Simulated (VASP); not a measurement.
# Ba3Os (Pm-3m) in VASP: notebook, part 2 of 2

VASP 6.6.1.

### Step 3. Single point, PBE

This run uses another cell than the first one, of 33.82 Å³/atom, 1.096 times its volume.

INCAR reads:

```
SYSTEM = Ba3Os
ALGO = Fast
EDIFF = 1E-6
ENCUT = 520
GGA = PE
ISIF = 2
ISMEAR = 0
LASPH = .TRUE.
LCHARG = .FALSE.
LREAL = .FALSE.
LWAVE = .FALSE.
NBANDS = 27
NELM = 80
PREC = Accurate
SIGMA = 0.1
```

KPOINTS reads:

```
k-points
0
G
  10 10 10
  0 0 0
```

POSCAR reads:

```
Ba3Os
1.0
    5.1337240216      0.0000000000      0.0000000000
    0.0000000000      5.1337240216      0.0000000000
    0.0000000000      0.0000000000      5.1337240216
Ba Os
3 1
Direct
    0.0000000000      0.5000000000      0.5000000000
    0.5000000000      0.0000000000      0.5000000000
    0.5000000000      0.5000000000      0.0000000000
    0.0000000000      0.0000000000      0.0000000000
```

Potentials or basis: VASP PAW PBE potentials, release 64 (Ba_sv, Os).

Command:

```
$ cat potpaw_PBE.64/Ba_sv/POTCAR potpaw_PBE.64/Os/POTCAR > POTCAR
$ mpirun -np 1 vasp_std > vasp.out
```

OUTCAR:

```text
SYSTEM = Ba3Os
   EDIFF = 1E-6
   ENCUT = 520
   GGA = PE
   ISIF = 2
   ISMEAR = 0
   LASPH = .TRUE.
   LREAL = .FALSE.
   NELM = 80
   PREC = Accurate

 ion  position               nearest neighbor table
   1  0.000  0.500  0.500-   2 3.63   3 3.63   4 3.63   3 3.63   4 3.63   2 3.63   4 3.63   4 3.63
                             2 3.63   3 3.63   3 3.63   2 3.63
   2  0.500  0.000  0.500-   1 3.63   3 3.63   4 3.63   3 3.63   4 3.63   1 3.63   3 3.63   3 3.63
                             1 3.63   4 3.63   4 3.63   1 3.63
   3  0.500  0.500  0.000-   1 3.63   2 3.63   4 3.63   1 3.63   2 3.63   2 3.63   4 3.63   2 3.63
                             1 3.63   4 3.63   1 3.63   4 3.63
   4  0.000  0.000  0.000-   1 3.63   2 3.63   3 3.63   1 3.63   2 3.63   1 3.63   3 3.63   1 3.63
                             2 3.63   3 3.63   2 3.63   3 3.63

  LATTYP: Found a simple cubic cell.
 ALAT       =     5.1337240216

  Lattice vectors:

 A1 = (   5.1337240216,   0.0000000000,   0.0000000000)
 A2 = (   0.0000000000,   5.1337240216,   0.0000000000)
 A3 = (   0.0000000000,   0.0000000000,   5.1337240216)

Analysis of symmetry for initial positions (statically):
[... 175 lines left out ...]
  free energy    TOTEN  =       -13.65191325 eV

  energy without entropy =      -13.63604018  energy(sigma->0) =      -13.64397672

 E-fermi :   3.5972     XC(G=0):  -9.5856

 val. band max:        3.5876657664   @ k =   0.4000   0.1000   0.0000
 cond. band min:       3.6023273232   @ k =   0.5000   0.3000   0.1000
 fundamental gap:      0.0146615568
 Fermi energy:         3.5972477453

 k-point     1 :       0.0000    0.0000    0.0000
  band No.  band energies     occupation
      1     -24.8184      2.00000
      2     -24.3593      2.00000
      3     -24.3593      2.00000
      4     -10.7557      2.00000
      5     -10.7557      2.00000
      6     -10.7557      2.00000
[... 709 lines left out ...]
     26       6.7829      0.00000
     27       6.8107      0.00000

 [... further k-points ...]
[... 5 lines left out ...]
  --------------------------------------------------------------------------------------
  -------------------------------------------------------------------------------------
  Total        0.8898622      0.8898622      0.8898622      0.0000000      0.0000000     -0.0000000
  in kB       10.5374558     10.5374558     10.5374558      0.0000000      0.0000000     -0.0000000
  external PRESSURE =      10.5374558 kB  Pullay stress =       0.0000000 kB

 VOLUME and BASIS-vectors are now :
 -----------------------------------------------------------------------------
  energy-cutoff  :      520.00
  volume of cell :      135.30
      direct lattice vectors                 reciprocal lattice vectors
     5.133724022  0.000000000  0.000000000     0.194790370  0.000000000  0.000000000
     0.000000000  5.133724022  0.000000000     0.000000000  0.194790370  0.000000000
     0.000000000  0.000000000  5.133724022     0.000000000  0.000000000  0.194790370

 POSITION                                       TOTAL-FORCE (eV/Angst)
 -----------------------------------------------------------------------------------
      0.00000      2.56686      2.56686         0.000000      0.000000      0.000000
      2.56686      0.00000      2.56686         0.000000      0.000000      0.000000
      2.56686      2.56686      0.00000         0.000000      0.000000      0.000000
      0.00000      0.00000      0.00000         0.000000      0.000000      0.000000
 -----------------------------------------------------------------------------------
    total drift:                                0.000000     -0.000000     -0.000000

  FREE ENERGIE OF THE ION-ELECTRON SYSTEM (eV)
  ---------------------------------------------------
  free  energy   TOTEN  =       -13.6519132550 eV

  energy  without entropy=      -13.6360401797  energy(sigma->0) =      -13.64397672
```

OSZICAR:

```text
N       E                     dE             d eps       ncg     rms          rms(c)
DAV:   1     0.273444590211E+03    0.27344E+03   -0.16958E+04  3032   0.124E+03
DAV:   2     0.309234821306E+01   -0.27035E+03   -0.26321E+03  4409   0.285E+02
DAV:   3    -0.135513620620E+02   -0.16644E+02   -0.16097E+02  4104   0.639E+01
DAV:   4    -0.142656928716E+02   -0.71433E+00   -0.70534E+00  4658   0.121E+01
DAV:   5    -0.142789327894E+02   -0.13240E-01   -0.13200E-01  3887   0.147E+00    0.101E+01
RMM:   6    -0.159006380952E+02   -0.16217E+01   -0.10427E+01  3449   0.906E+00    0.735E+00
RMM:   7    -0.137008891625E+02    0.21997E+01   -0.18539E+00  3138   0.616E+00    0.359E+00
RMM:   8    -0.142673230349E+02   -0.56643E+00   -0.25283E+00  3920   0.407E+00    0.659E+00
RMM:   9    -0.136658684146E+02    0.60145E+00   -0.80859E-01  3378   0.311E+00    0.923E-01
RMM:  10    -0.136675421410E+02   -0.16737E-02   -0.79794E-02  4096   0.889E-01    0.890E-01
RMM:  11    -0.136549334848E+02    0.12609E-01   -0.89830E-03  4171   0.361E-01    0.460E-01
RMM:  12    -0.136517701357E+02    0.31633E-02   -0.83129E-03  4305   0.235E-01    0.925E-02
RMM:  13    -0.136519174544E+02   -0.14732E-03   -0.13159E-03  4488   0.131E-01    0.883E-02
RMM:  14    -0.136518995755E+02    0.17879E-04   -0.90086E-04  4999   0.663E-02    0.226E-02
RMM:  15    -0.136519080470E+02   -0.84715E-05   -0.16674E-04  4443   0.327E-02    0.131E-02
RMM:  16    -0.136519107826E+02   -0.27356E-05   -0.59715E-05  3926   0.198E-02    0.415E-03
RMM:  17    -0.136519125657E+02   -0.17832E-05   -0.15349E-05  3641   0.983E-03    0.255E-03
RMM:  18    -0.136519132550E+02   -0.68921E-06   -0.57162E-06  3198   0.687E-03
   1 F= -.13651913E+02 E0= -.13643977E+02  d E =-.158731E-01
```

stdout:

```text
POSCAR found type information on POSCAR BaOs
 POSCAR found :  2 types and       4 ions
 scaLAPACK will be used
 LDA part: xc-table for (Slater+PW92), standard interpolation
 POSCAR, INCAR and KPOINTS ok, starting setup
 FFT: planning ... GRIDC
 FFT: planning ... GRID_SOFT
 FFT: planning ... GRID
 WAVECAR not read
 entering main loop
WARNING in EDDRMM: call to ZHEGV failed, returncode =   6  3     15
WARNING in EDDRMM: call to ZHEGV failed, returncode =   8  4     24
```

Run time: 3.3 min. Hardware: 1 thread of Intel Xeon Platinum 8375C at 2.90GHz (Ice Lake), shared host; peak memory 0.37 GiB.

Results:

| Property | Result |
| --- | --- |
| Free energy | -13.6519 eV |
| Pressure | 1.1 GPa |
| Band gap on the k mesh | zero (band 19 reaches 4.33 eV, above the bottom of band 20 at 3.31 eV) |

Levels at points of the mesh, in eV from the Fermi level:
```csv
k point,band 15,band 16,band 17,band 18,band 19,band 20,band 21,band 22,band 23,band 24
"(0.00, 0.00, 0.00)",-1.74,-1.74,-1.42,-1.42,-1.42,1.06,1.06,1.06,2.30,2.30
"(0.50, 0.00, 0.00)",-0.94,-0.87,-0.64,-0.32,-0.32,-0.27,0.31,0.87,0.87,3.00
"(0.50, 0.50, 0.00)",-0.51,-0.35,-0.35,-0.08,0.16,0.26,0.26,1.02,1.02,1.17
"(0.50, 0.50, 0.50)",-1.41,-1.41,-0.30,-0.30,0.72,0.72,0.72,2.40,2.40,2.40
```

Caveat: spin-orbit coupling is left out, which moves the levels of the heavy elements.

### Step 4. Single point, PBE

INCAR reads:

```
  PREC = Accurate
  ENCUT = 500
  EDIFF = 1E-6
  ISMEAR = 0
  SIGMA = 0.1
  LREAL = False
  LASPH = True
  NELM = 120
  ALGO = Normal
  ISIF = 2
  LWAVE = False
  LCHARG = False
  GGA = PE
  NBANDS = 31
  GGA_COMPAT = False
```

KPOINTS reads:

```
Automatic mesh
0
Gamma
  4 4 4
```

POSCAR reads:

```
Ba3Os
1.0
    4.9790085085      0.0000000000      0.0000000000
    0.0000000000      4.9790085085      0.0000000000
    0.0000000000      0.0000000000      4.9790085085
Ba Os
3 1
Direct
    0.0000000000      0.5000000000      0.5000000000
    0.5000000000      0.0000000000      0.5000000000
    0.5000000000      0.5000000000      0.0000000000
    0.0000000000      0.0000000000      0.0000000000
```

Potentials or basis: VASP PAW PBE potentials, release 64 (Ba_sv, Os_sv_GW).

Command:

```
$ cat potpaw_PBE.64/Ba_sv/POTCAR potpaw_PBE.64/Os_sv_GW/POTCAR > POTCAR
$ mpirun -np 1 vasp_std > vasp.out
```

OUTCAR:

```text
PREC = Accurate
   ENCUT = 500
   EDIFF = 1E-6
   ISMEAR = 0
   LREAL = False
   LASPH = True
   NELM = 120
   ISIF = 2
   GGA = PE

 ion  position               nearest neighbor table
   1  0.000  0.500  0.500-   2 3.52   3 3.52   4 3.52   3 3.52   4 3.52   2 3.52   4 3.52   4 3.52
                             2 3.52   3 3.52   3 3.52   2 3.52
   2  0.500  0.000  0.500-   1 3.52   3 3.52   4 3.52   3 3.52   4 3.52   1 3.52   3 3.52   3 3.52
                             1 3.52   4 3.52   4 3.52   1 3.52
   3  0.500  0.500  0.000-   1 3.52   2 3.52   4 3.52   1 3.52   2 3.52   2 3.52   4 3.52   2 3.52
                             1 3.52   4 3.52   1 3.52   4 3.52
   4  0.000  0.000  0.000-   1 3.52   2 3.52   3 3.52   1 3.52   2 3.52   1 3.52   3 3.52   1 3.52
                             2 3.52   3 3.52   2 3.52   3 3.52

  LATTYP: Found a simple cubic cell.
 ALAT       =     4.9790085085

  Lattice vectors:

 A1 = (   4.9790085085,   0.0000000000,   0.0000000000)
 A2 = (   0.0000000000,   4.9790085085,   0.0000000000)
 A3 = (   0.0000000000,   0.0000000000,   4.9790085085)

Analysis of symmetry for initial positions (statically):
[... 163 lines left out ...]

 val. band max:        4.5826950098   @ k =   0.5000   0.2500   0.2500
 cond. band min:       4.6641052059   @ k =   0.5000   0.5000   0.0000
 fundamental gap:      0.0814101960
 Fermi energy:         4.6322890942

 k-point     1 :       0.0000    0.0000    0.0000
  band No.  band energies     occupation
      1     -79.8079      2.00000
      2     -39.2313      2.00000
      3     -39.2313      2.00000
      4     -39.2313      2.00000
      5     -23.8207      2.00000
      6     -23.1905      2.00000
[... 329 lines left out ...]
     30       7.6838      0.00000
     31       7.6838      0.00000

------------------------ aborting loop because EDIFF is reached ----------------------------------------

  FORCE on cell =-STRESS in cart. coord.  units (eV):
  Direction    XX          YY          ZZ          XY          YZ          ZX
  --------------------------------------------------------------------------------------
  -------------------------------------------------------------------------------------
  Total        3.0424684      3.0424684      3.0424684      0.0000000     -0.0000000      0.0000000
  in kB       39.4919029     39.4919029     39.4919029      0.0000000     -0.0000000      0.0000000
  external PRESSURE =      39.4919029 kB  Pullay stress =       0.0000000 kB

 VOLUME and BASIS-vectors are now :
 -----------------------------------------------------------------------------
  energy-cutoff  :      500.00
  volume of cell :      123.43
      direct lattice vectors                 reciprocal lattice vectors
     4.979008508  0.000000000  0.000000000     0.200843200  0.000000000  0.000000000
     0.000000000  4.979008508  0.000000000     0.000000000  0.200843200  0.000000000
     0.000000000  0.000000000  4.979008508     0.000000000  0.000000000  0.200843200

 POSITION                                       TOTAL-FORCE (eV/Angst)
 -----------------------------------------------------------------------------------
      0.00000      2.48950      2.48950         0.000000      0.000000      0.000000
      2.48950      0.00000      2.48950         0.000000      0.000000      0.000000
      2.48950      2.48950      0.00000         0.000000      0.000000      0.000000
      0.00000      0.00000      0.00000         0.000000      0.000000      0.000000
 -----------------------------------------------------------------------------------
    total drift:                                0.000000      0.000000      0.000000

  FREE ENERGIE OF THE ION-ELECTRON SYSTEM (eV)
  ---------------------------------------------------
  free  energy   TOTEN  =       -14.5000639086 eV

  energy  without entropy=      -14.4737244080  energy(sigma->0) =      -14.48689416
```

stdout:

```text
POSCAR found type information on POSCAR BaOs
 POSCAR found :  2 types and       4 ions
 scaLAPACK will be used
 LDA part: xc-table for (Slater+PW92), standard interpolation
 POSCAR, INCAR and KPOINTS ok, starting setup
 FFT: planning ... GRIDC
 FFT: planning ... GRID_SOFT
 FFT: planning ... GRID
 WAVECAR not read
 entering main loop
```

Wall time 34 s (1 thread of Intel Xeon 6975P-C (Granite Rapids), shared host); peak memory 0.22 GiB.

Results:

| Quantity | Value |
| --- | --- |
| Free energy | -14.5001 eV |
| Pressure | 3.9 GPa |
| Band gap on the k mesh | zero (band 23 reaches 5.38 eV, above the bottom of band 24 at 4.34 eV) |

Caveat: spin-orbit coupling is left out, which moves the levels of the heavy elements.

### Step 5. The runs side by side

| potentials or basis | cell | k mesh | cutoff (eV) | second run | gap on the mesh (eV) | pressure (GPa) |
| --- | --- | --- | --- | --- | --- | --- |
| VASP PAW PBE potentials, release 64 (Ba_sv, Os) | a = 4.979 Å, 4 atoms | 4 × 4 × 4 | 520 | - | none | 4.2 |
| VASP PAW PBE potentials, release 64 (Ba_sv, Os) | a = 5.134 Å, 4 atoms | 10 × 10 × 10 | 520 | - | none | 1.1 |
| VASP PAW PBE potentials, release 64 (Ba_sv, Os_sv_GW) | a = 4.979 Å, 4 atoms | 4 × 4 × 4 | 500 | valence_matched | none | 3.9 |

Alike in all rows: task single point; level PBE; no spin polarisation; smearing gaussian 0.1 eV.

Caveats: spin-orbit coupling is left out, which moves the levels of the heavy elements.

Absolute energies hang on the potentials; compare differences alone.
